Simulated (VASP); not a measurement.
# C (C2/m) in VASP: further runs, part 2 of 2

VASP 6.6.1. Earlier steps stand in the parts before.

## Step 3: Single point, PBE (atom 1 (C) moved by (-0.100, -0.200) A along [1 1 0] and z)

INCAR

```
SYSTEM = C
  ALGO = Normal
  EDIFF = 1E-6
  ENCUT = 520
  GGA = PE
  ISIF = 2
  ISMEAR = 0
  LASPH = .True.
  LCHARG = .True.
  LELF = .True.
  LREAL = .False.
  LVHAR = .True.
  LWAVE = .False.
  NBANDS = 11
  NELM = 80
  PREC = Accurate
  SIGMA = 0.05
```

KPOINTS

```
k-points
0
Gamma
  12 12 12
  0 0 0
```

POSCAR

```
C
1.0
    0.0000000000      1.7834000000      1.7834000000
    1.7834000000      0.0000000000      1.7834000000
    1.7834000000      1.7834000000      0.0000000000
C
2
Direct
    0.4439273298      0.4439273298      0.5164233049
    0.7500000000      0.7500000000      0.7500000000
```

Potentials or basis: VASP PAW PBE potentials, release 64 (C).

Launch:

```bash
> cat potpaw_PBE.64/C/POTCAR > POTCAR
> mpirun -np 1 vasp_std > vasp.out
```

It used 34 s of CPU time on 1 thread of Intel Xeon 6975P-C (shared host).

It converged, with:

```yaml
Free_energy: -17.4090 eV
Pressure: 16.8 GPa
Largest_force: 6.275 eV/Å
Band_gap_on_the_k_mesh: 0.46 eV, direct
```

Forces in eV/Å, atoms in the order of the input:
```
C    0.912  0.912  6.141
C   -0.912 -0.912 -6.141
```

Stress tensor (GPa, compression positive):
```
19.10 -3.60  7.32
-3.60 19.10  7.32
 7.32  7.32 12.27
```

Levels at points of the mesh, in eV from the valence-band top:
| k point | band 1 | band 2 | band 3 | band 4 | band 5 | band 6 | band 7 | band 8 |
| --- | --- | --- | --- | --- | --- | --- | --- | --- |
| (0.00, 0.00, 0.00) | -24.40 | -5.79 | -2.98 | -0.11 | 0.89 | 2.57 | 5.54 | 10.28 |
| (0.50, 0.00, 0.00) | -18.37 | -17.06 | -6.86 | -3.68 | 2.68 | 5.72 | 9.72 | 13.70 |
| (0.00, 0.00, 0.50) | -18.84 | -15.97 | -7.86 | -3.12 | 1.49 | 6.24 | 9.30 | 12.20 |
| (0.50, 0.50, 0.50) | -19.10 | -15.19 | -7.40 | -4.79 | 2.94 | 6.03 | 6.83 | 10.94 |
| (0.50, 0.50, 0.00) | -16.36 | -14.98 | -10.35 | -8.35 | 1.04 | 2.43 | 13.03 | 16.33 |
| (0.00, 0.50, 0.50) | -15.98 | -15.84 | -9.35 | -8.35 | 0.89 | 1.30 | 15.04 | 15.23 |

Caveat: the cell differs from its parent crystal (atom 1 (C) moved by (-0.100, -0.200) A along [1 1 0] and z); forces of over 1 eV/Å act on the atoms, so gaps and moduli don't describe the material at rest. A k mesh can miss the band edges.

## Step 4: Single point, PBE (atom 1 (C) moved by (-0.100, +0.200) A along [1 1 0] and z)

INCAR

```
  PREC = Accurate
  ENCUT = 520
  EDIFF = 1E-6
  ISMEAR = 0
  SIGMA = 0.05
  LREAL = False
  LASPH = True
  NELM = 100
  ALGO = Normal
  ISIF = 2
  LWAVE = False
  LCHARG = True
  GGA = PE
  LELF = True
  LVHAR = True
  NBANDS = 11
```

KPOINTS

```
regular mesh
0
Gamma
  12 12 12
```

Changes to POSCAR since step 3:

```diff
@@ -8,3 +8,3 @@
 Direct
-    0.4439273298      0.4439273298      0.5164233049
+    0.5560726702      0.5560726702      0.4042779645
     0.7500000000      0.7500000000      0.7500000000
```

Potentials or basis: VASP PAW PBE potentials, release 64 (C).

Launch:

```bash
> cat potpaw_PBE.64/C/POTCAR > POTCAR
> mpirun -np 1 vasp_std > vasp.out
```

OUTCAR:

```text
PREC = Accurate
   ENCUT = 520
   EDIFF = 1E-6
   ISMEAR = 0
   LREAL = False
   LASPH = True
   NELM = 100
   ISIF = 2
   GGA = PE

 ion  position               nearest neighbor table
   1  0.556  0.556  0.404-   2 1.35   2 1.53   2 1.67   2 1.67
   2  0.750  0.750  0.750-   1 1.35   1 1.53   1 1.67   1 1.67

  LATTYP: Found a face centered cubic cell.
 ALAT       =     3.5668000000

  Lattice vectors:

 A1 = (   0.0000000000,   1.7834000000,   1.7834000000)
 A2 = (   1.7834000000,   0.0000000000,   1.7834000000)
 A3 = (   1.7834000000,   1.7834000000,   0.0000000000)

Analysis of symmetry for initial positions (statically):
=====================================================================
 Subroutine PRICEL returns:
 Original cell was already a primitive cell.

 Routine SETGRP: Setting up the symmetry group for a
 face centered cubic supercell.

 Subroutine GETGRP returns: Found  4 space group operations
 (whereof  2 operations were pure point group operations)
 out of a pool of 48 trial point group operations.

The static configuration has the point symmetry C_1h.
[... 172 lines left out ...]
      1     -11.8616      2.00000
      2       6.1690      2.00000
      3      10.8402      2.00000
      4      12.6755      1.87270
      5      12.8181      0.01219
      6      14.0058      0.00000
      7      18.7679      0.00000
      8      22.9253      0.00000
      9      28.6604      0.00000
     10      35.1528      0.00000
     11      36.2195      0.00000
[... 309 lines left out ...]
 k-point    24 :       0.0833    0.0000    0.1667
  band No.  band energies     occupation
      1     -11.1721      2.00000
      2       4.3925      2.00000
      3       8.4302      2.00000
      4      10.7989      2.00000
      5      13.8421      0.00000
      6      17.0042      0.00000
      7      19.7411      0.00000
      8      23.4012      0.00000
      9      29.4511      0.00000
     10      30.4988      0.00000
     11      34.0446      0.00000

 [... further k-points ...]

------------------------ aborting loop because EDIFF is reached ----------------------------------------

  FORCE on cell =-STRESS in cart. coord.  units (eV):
  Direction    XX          YY          ZZ          XY          YZ          ZX
  --------------------------------------------------------------------------------------
  -------------------------------------------------------------------------------------
  Total        1.7893416      1.7893416      1.2646833      0.9756261     -0.9821312     -0.9821312
  in kB      252.7129901    252.7129901    178.6142468    137.7900030   -138.7087306   -138.7087337
  external PRESSURE =     228.0134090 kB  Pullay stress =       0.0000000 kB

 VOLUME and BASIS-vectors are now :
 -----------------------------------------------------------------------------
  energy-cutoff  :      520.00
  volume of cell :       11.34
      direct lattice vectors                 reciprocal lattice vectors
     0.000000000  1.783400000  1.783400000    -0.280363351  0.280363351  0.280363351
     1.783400000  0.000000000  1.783400000     0.280363351 -0.280363351  0.280363351
     1.783400000  1.783400000  0.000000000     0.280363351  0.280363351 -0.280363351

 POSITION                                       TOTAL-FORCE (eV/Angst)
 -----------------------------------------------------------------------------------
      1.71269      1.71269      1.98340         4.398609      4.398609     -7.375236
      2.67510      2.67510      2.67510        -4.398609     -4.398609      7.375236
 -----------------------------------------------------------------------------------
    total drift:                                0.000000      0.000000     -0.000002

  FREE ENERGIE OF THE ION-ELECTRON SYSTEM (eV)
  ---------------------------------------------------
  free  energy   TOTEN  =       -17.1633337678 eV

  energy  without entropy=      -17.1633219106  energy(sigma->0) =      -17.16332784
```

stdout:

```text
POSCAR found type information on POSCAR C
 POSCAR found :  1 types and       2 ions
 scaLAPACK will be used
 LDA part: xc-table for (Slater+PW92), standard interpolation
 POSCAR, INCAR and KPOINTS ok, starting setup
 FFT: planning ... GRIDC
 FFT: planning ... GRID_SOFT
 FFT: planning ... GRID
 WAVECAR not read
 entering main loop
```

Wall time 45 s (1 thread of Intel Xeon 6975P-C, shared host); peak memory 0.16 GiB.

Results:

- Free energy: -17.1633 eV
- Pressure: 22.8 GPa
- Largest force: 9.648 eV/Å
- Band gap on the k mesh: 0.13 eV, indirect (least direct gap 0.14 eV)

Forces on the atoms (eV/Å):
```
C    4.399  4.399 -7.375
C   -4.399 -4.399  7.375
```

Stress tensor (GPa, compression positive):
```
 25.27  13.78 -13.87
 13.78  25.27 -13.87
-13.87 -13.87  17.86
```

Levels at points of the mesh, in eV from the valence-band top:
| k point | band 2 | band 3 | band 4 | band 5 | band 6 | band 7 |
| --- | --- | --- | --- | --- | --- | --- |
| (0.00, 0.00, 0.00) | -6.51 | -1.84 | 0.00 | 0.14 | 1.33 | 6.09 |
| (0.50, 0.00, 0.00) | -15.66 | -7.96 | -3.74 | 1.68 | 5.23 | 9.00 |
| (0.00, 0.00, 0.50) | -17.96 | -6.25 | -4.77 | 4.65 | 5.63 | 8.48 |
| (0.50, 0.50, 0.50) | -16.54 | -7.30 | -3.51 | 1.99 | 4.35 | 10.39 |
| (0.50, 0.50, 0.00) | -14.98 | -10.26 | -8.62 | 0.56 | 2.77 | 12.39 |
| (0.00, 0.50, 0.50) | -15.51 | -8.98 | -8.91 | 0.19 | 1.82 | 13.75 |

Caveat: the cell differs from its parent crystal (atom 1 (C) moved by (-0.100, +0.200) A along [1 1 0] and z); forces of over 1 eV/Å act on the atoms, so gaps and moduli don't describe the material at rest. A k mesh can miss the band edges.
